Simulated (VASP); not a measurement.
Crystal: S.

```
S
1.0
     0.00000    2.76983    2.76983
     2.76983    0.00000    2.76983
     2.76983    2.76983    0.00000
S
2
Direct
  0.87500 0.87500 0.87500
  0.12500 0.12500 0.12500
```

```yaml
Program: VASP 6.6.1
Task: relaxation of cell and atoms
Functional: PBEsol
Potentials_or_basis: VASP PAW PBE potentials, release 64 (S)
Cutoff: 600 eV
k_mesh: 13 × 13 × 13
Occupations: fermi-dirac, width 0.05 eV
Spin: no spin polarisation
```

At the start: pressure 4.3 GPa; volume 21.25 Å³/atom.

Problem. Where does the relaxation end?

Solution. Over 3 steps the energy falls by 21.9 meV/atom and the volume is 22.97 Å³/atom (+8.1 %); space group Fd-3m (No. 227, to 0.05 Å).

The path:
```csv
step,energy change (eV),largest force (eV/Å),pressure (GPa),volume (Å³)
1,0.0000,0.0000,4.30,42.50
2,-0.0437,0.0000,-0.18,46.11
3,-0.0438,0.0000,0.00,45.93
```

Final structure:
```cif
data_structure
_symmetry_space_group_name_H-M 'P 1'
_symmetry_Int_Tables_number 1
_cell_length_a 4.0198
_cell_length_b 4.0198
_cell_length_c 4.0198
_cell_angle_alpha 60.000
_cell_angle_beta 60.000
_cell_angle_gamma 60.000
_cell_volume 45.93
loop_
_atom_site_label
_atom_site_type_symbol
_atom_site_fract_x
_atom_site_fract_y
_atom_site_fract_z
_atom_site_occupancy
S1 S 0.87500 0.87500 0.87500 1
S2 S 0.12500 0.12500 0.12500 1
```

Caveat: the PAW data sets were made with another functional, which shifts forces and pressure a little.
